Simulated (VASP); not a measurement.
Input of a VASP 6.6.1 run:

Contents of INCAR:

```
  PREC = Accurate
  ENCUT = 520
  EDIFF = 1E-7
  ISMEAR = 0
  SIGMA = 0.15
  LREAL = F
  LASPH = T
  NELM = 80
  ALGO = Fast
  ISIF = 2
  LWAVE = F
  LCHARG = T
  GGA = PS
  LELF = T
  LVHAR = T
  NBANDS = 13
```

File KPOINTS:

```
regular mesh
0
Gamma
  16 16 16
```

The input POSCAR:

```
AlCo
1.0
    2.7066270816      0.0000000000      0.0000000000
    0.0000000000      2.7066270816      0.0000000000
    0.0000000000      0.0000000000      2.9321793384
Al Co
1 1
Direct
    0.0000000000      0.0000000000      0.0000000000
    0.5000000000      0.5000000000      0.5000000000
```

Potentials or basis: VASP PAW PBE potentials, release 64 (Al, Co).

Run with:

```sh
$ cat potpaw_PBE.64/Al/POTCAR potpaw_PBE.64/Co/POTCAR > POTCAR
$ mpirun -np 1 vasp_std > vasp.out
```

Question: Estimate the pressure.

Answer: 10.7 GPa.

Question: What does it give for the band gap on the k mesh?

Answer: Zero (band 6 reaches 13.71 eV, above the bottom of band 7 at 11.08 eV).

Stress tensor (GPa, compression positive):
```
14.62  0.00  0.00
 0.00 14.62  0.00
 0.00  0.00  2.94
```

Caveat: the cell differs from its parent crystal (strain -0.040 along x and y, +0.040 along z); the PAW data sets were made with another functional, which shifts forces and pressure a little. Spin polarisation is off, so any magnetic state and its effect on volume and gap are missing.
